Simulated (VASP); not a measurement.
**In2O: single point with PBE**

The system is In2O.

```xyz
3
Lattice="-2.3711 2.3711 3.9170 2.3711 -2.3711 3.9170 2.3711 2.3711 -3.9170" Properties=species:S:1:pos:R:3 pbc="T T T"
In    0.0000    0.0000    5.7929
In    0.0000    0.0000    2.0412
O     0.0000    0.0000    0.0000
```

| Property | Result |
| --- | --- |
| Program | VASP 6.6.1 |
| Task | single point |
| Functional | PBE |
| Potentials or basis | VASP PAW PBE potentials, release 64 (In_d, O) |
| Cutoff | 520 eV |
| k mesh | 6 × 6 × 6 |
| Occupations | gaussian, width 0.1 eV |
| Spin | no spin polarisation |
| Dipole correction | no |
| Further INCAR settings | ALGO = Normal; EDIFF = 1e-06; NBANDS = 23 |

* Pressure: -0.1 GPa
* Largest force: 0.076 eV/Å
* Band gap on the k mesh: zero (bands 16 and 17 overlap by 1.50 eV)

Forces in eV/Å, atoms in the order of the input:
```
In   0.000  0.000 -0.076
In   0.000  0.000  0.076
O    0.000  0.000  0.000
```

Stress tensor (GPa, compression positive):
```
-0.25  0.00  0.00
 0.00 -0.25  0.00
 0.00  0.00  0.30
```

Levels at points of the mesh, in eV from the Fermi level:
```tsv
k point	band 12	band 13	band 14	band 15	band 16	band 17	band 18	band 19	band 20	band 21
(0.00, 0.00, 0.00)	-5.62	-4.51	-1.90	-1.90	1.27	1.34	1.34	4.71	5.97	6.54
(0.50, 0.00, 0.00)	-5.96	-3.41	-2.90	-2.07	-1.06	2.80	3.07	3.11	3.96	6.15
(0.50, 0.50, 0.00)	-5.38	-3.36	-3.20	-2.03	-0.65	-0.10	0.52	3.86	5.65	8.96
(0.50, 0.50, 0.50)	-6.87	-2.47	-2.47	-1.73	-1.06	1.93	1.93	2.94	4.53	7.57
```

Run time: 2.2 min on 1 thread of Intel Xeon 8259CL, with other jobs on the host, peak memory 0.26 GiB.

Caveat: spin-orbit coupling is left out, which moves the levels of the heavy elements.
